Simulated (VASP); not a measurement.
# Sn3Br (P6/mmm) in VASP: a series of runs, part 2 of 2

VASP 6.6.1.

## Step 3: Relaxation of cell and atoms, PBE

This run uses another cell than the first one.

File INCAR:

```
SYSTEM = Sn3Br
PREC = Accurate
ENCUT = 600
EDIFF = 1E-7
ISMEAR = 0
SIGMA = 0.1
LREAL = .False.
LASPH = .True.
NELM = 80
ALGO = Normal
ISIF = 3
LWAVE = .False.
LCHARG = .False.
GGA = PE
IBRION = 2
NSW = 90
EDIFFG = -0.04
```

File KPOINTS:

```
Automatic mesh
0
Gamma
  6 6 4
  0 0 0
```

File POSCAR:

```
Sn3Br
1.0
    4.5778769100      0.0000000000      0.0000000000
   -2.2889384600      3.9645577000      0.0000000000
    0.0000000000      0.0000000000      6.9264965000
Sn Br
3 1
Direct
    0.5000000000      0.0000000000      0.0000000000
    0.0000000000      0.5000000000      0.0000000000
    0.5000000000      0.5000000000      0.0000000000
    0.0000000000      0.0000000000      0.0000000000
```

Potentials or basis: VASP PAW PBE potentials, release 64 (Sn_d, Br).

Run with:

```sh
$ cat potpaw_PBE.64/Sn_d/POTCAR potpaw_PBE.64/Br/POTCAR > POTCAR
$ mpirun -np 1 vasp_std > vasp.out
```

OUTCAR:

```text
SYSTEM = Sn3Br
   PREC = Accurate
   ENCUT = 600
   EDIFF = 1E-7
   ISMEAR = 0
   LREAL = .False.
   LASPH = .True.
   NELM = 80
   ISIF = 3
   GGA = PE
   IBRION = 2
   NSW = 90
   EDIFFG = -0.04

 ion  position               nearest neighbor table
   1  0.500  0.000  0.000-   2 2.29   2 2.29   4 2.29   4 2.29   3 2.29   3 2.29
   2  0.000  0.500  0.000-   1 2.29   1 2.29   3 2.29   3 2.29   4 2.29   4 2.29
   3  0.500  0.500  0.000-   4 2.29   4 2.29   2 2.29   2 2.29   1 2.29   1 2.29
   4  0.000  0.000  0.000-   3 2.29   3 2.29   1 2.29   1 2.29   2 2.29   2 2.29

  LATTYP: Found a hexagonal cell.
 ALAT       =     4.5778769100
 C/A-ratio  =     1.5130368588

  Lattice vectors:

 A1 = (   4.5778769100,   0.0000000000,   0.0000000000)
 A2 = (  -2.2889384600,   3.9645577000,   0.0000000000)
 A3 = (   0.0000000000,   0.0000000000,   6.9264965000)

Analysis of symmetry for initial positions (statically):
=====================================================================
 Subroutine PRICEL returns:
 Original cell was already a primitive cell.

 Routine SETGRP: Setting up the symmetry group for a
 hexagonal supercell.

 Subroutine GETGRP returns: Found 24 space group operations
 (whereof 24 operations were pure point group operations)
 out of a pool of 24 trial point group operations.

The static configuration has the point symmetry D_6h.

Analysis of symmetry for dynamics (positions and initial velocities):
=====================================================================
 Subroutine PRICEL returns:
 Original cell was already a primitive cell.

 Routine SETGRP: Setting up the symmetry group for a
 hexagonal supercell.

 Subroutine GETGRP returns: Found 24 space group operations
 (whereof 24 operations were pure point group operations)
 out of a pool of 24 trial point group operations.

The dynamic configuration has the point symmetry D_6h.

 Subroutine INISYM returns: Found 24 space group operations
 (whereof 24 operations are pure point group operations),
 and found     1 'primitive' translations

[... 84 lines left out ...]
 SYSTEM =  Sn3Br
   PREC   = accura    normal or accurate (medium, high low for compatibility)
   ISTART =      0    job   : 0-new  1-cont  2-samecut
   ICHARG =      2    charge: 1-file 2-atom 10-const
   ISPIN  =      1    spin polarized calculation?
   LNONCOLLINEAR =      F non collinear calculations
   LSORBIT =      F    spin-orbit coupling
   LASPH  =      T    aspherical Exc in radial PAW
   ENCUT  =  600.0 eV  44.10 Ry    6.64 a.u.   9.14  9.14 13.83*2*pi/ulx,y,z
   NELM   =     80;   NELMIN=  2; NELMDL= -5     # of ELM steps
   EDIFF  = 0.1E-06   stopping-criterion for ELM
   LREAL  =      F    real-space projection
   EDIFFG = -.4E-01   stopping-criterion for IOM
   NSW    =     90    number of steps for IOM
   IBRION =      2    ionic relax: 0-MD 1-quasi-New 2-CG
   NFREE  =      1    steps in history (QN), initial steepest desc. (CG)
   ISIF   =      3    stress and relaxation
   ISYM   =      2    0-nonsym 1-usesym 2-fastsym
   POTIM  = 0.5000    time-step for ionic-motion
   TEBEG  =    0.0;   TEEND  =   0.0 temperature during run
   PSTRESS=    0.0 pullay stress
   NELECT =      49.0000    total number of electrons
   NUPDOWN=      -1.0000    fix difference up-down
   EMIN   =  10.00;   EMAX   =-10.00  energy-range for DOS
   EFERMI =   0.00;   METHOD = LEGACY
   ISMEAR =     0;   SIGMA  =   0.10  broadening in eV -4-tet -1-fermi 0-gaus
   EFERMI_NEDOS =   21; number of points for ismear=-14 and -15
   IALGO  =     38    algorithm
   IMIX   =      4    mixing-type and parameters
     AMIX     =   0.40;   BMIX     =  1.00
     AMIX_MAG =   1.60;   BMIX_MAG =  1.00
  volume/ion in A,a.u.               =      31.43       212.08
  Fermi-wavevector in a.u.,A,eV,Ry     =   1.195866  2.259860 19.457647  1.430097
  Thomas-Fermi vector in A             =   2.331821
   LORBIT       =      0    0 simple, 1 ext, 2 COOP (PROOUT), +10 PAW based schemes
   GGA     = PE    functional components
   LHFCALC =     F    Hartree Fock is set to
   AEXX    =    0.0000 exact exchange contribution
   IVDW    =     0    specifies the selected vdW correction
   LEPSILON=     F    determine dielectric tensor
   LRPA    =     F    only Hartree local field effects (RPA)
 conjugate gradient relaxation of ions
 non-spin polarized calculation
 Gauss-broadening in eV      SIGMA  =   0.10
  energy-cutoff  :      600.00
  volume of cell :      125.71
 maximum number of plane-waves:      4210
 NGX is ok and might be reduce to    40
   NGX = 19   NGY = 19   NGZ = 27

--------------------------------------- Ionic step        1  -------------------------------------------

 number of electron      48.9999998 magnetization

 Free energy of the ion-electron system (eV)
  ---------------------------------------------------
  ext. energy  EPLUGINS =         0.00000000
  ---------------------------------------------------
  free energy    TOTEN  =        15.51104516 eV

  energy without entropy =       15.52192606  energy(sigma->0) =       15.51648561

 E-fermi :   6.6394     XC(G=0):  -7.6153

 val. band max:        6.5749295481   @ k =   0.5000   0.0000   0.5000
 cond. band min:       6.7106184203   @ k =   0.1667   0.1667   0.0000
 fundamental gap:      0.1356888722
 Fermi energy:         6.6394077460
[... 1538 lines left out ...]
--------------------------------------- Ionic step        6  -------------------------------------------

 number of electron      48.9999937 magnetization

 Free energy of the ion-electron system (eV)
  ---------------------------------------------------
  ext. energy  EPLUGINS =         0.00000000
  ---------------------------------------------------
  free energy    TOTEN  =       -11.67477094 eV

  energy without entropy =      -11.63006263  energy(sigma->0) =      -11.65241678

 E-fermi :   0.8806     XC(G=0):  -5.9498

 val. band max:        0.8802459068   @ k =   0.3333   0.0000   0.5000
 cond. band min:       0.8902729203   @ k =   0.3333   0.3333   0.0000
 fundamental gap:      0.0100270135
 Fermi energy:         0.8806384020
[... 701 lines left out ...]
  FREE ENERGIE OF THE ION-ELECTRON SYSTEM (eV)
  ---------------------------------------------------
  free  energy   TOTEN  =       -11.6747709408 eV

  energy  without entropy=      -11.6300626278  energy(sigma->0) =      -11.65241678

 reached required accuracy - stopping structural energy minimisation
```

Wall time 5.6 min (1 thread of Intel Xeon 6975P-C (Granite Rapids), shared host); peak memory 0.33 GiB.

Results:

| Quantity | Value |
| --- | --- |
| Free energy | -11.6748 eV |
| Relaxed cell | a = 6.355 Å, b = 6.355 Å, c = 6.925 Å, α = 90.00°, β = 90.00°, γ = 120.00° |
| Space group after relaxing (to 0.1 Å) | P6/mmm (No. 191) |
| Pressure after relaxing | -0.1 GPa |
| Band gap on the k mesh | zero (an odd number of electrons rules out a gap without spin polarisation) |

Final structure:
```
CELL_PARAMETERS angstrom
6.35536 0.00000 0.00000
-3.17768 5.50390 0.00000
0.00000 0.00000 6.92531
ATOMIC_POSITIONS crystal
Sn 0.50000 0.00000 0.00000
Sn 0.00000 0.50000 0.00000
Sn 0.50000 0.50000 0.00000
Br 0.00000 0.00000 0.00000
```

Levels at points of the mesh, in eV from the Fermi level:
```tsv
k point	band 20	band 21	band 22	band 23	band 24	band 25	band 26	band 27	band 28	band 29
(0.00, 0.00, 0.00)	-5.22	-5.22	-3.64	-3.60	-0.87	1.38	1.38	1.72	1.72	2.61
(0.50, 0.00, 0.00)	-3.43	-3.18	-3.10	-1.96	-0.81	0.36	0.64	1.46	1.54	1.63
(0.00, 0.00, 0.50)	-5.22	-5.22	-3.68	-3.60	-1.03	1.38	1.38	1.61	1.61	4.53
(0.50, 0.00, 0.50)	-3.46	-3.17	-3.10	-1.95	-0.97	0.19	0.64	1.32	1.55	1.64
```

Caveat: spin-orbit coupling is left out, which moves the levels of the heavy elements; an odd number of electrons without spin polarisation forces a metal; a magnetic or distorted state may lie lower.
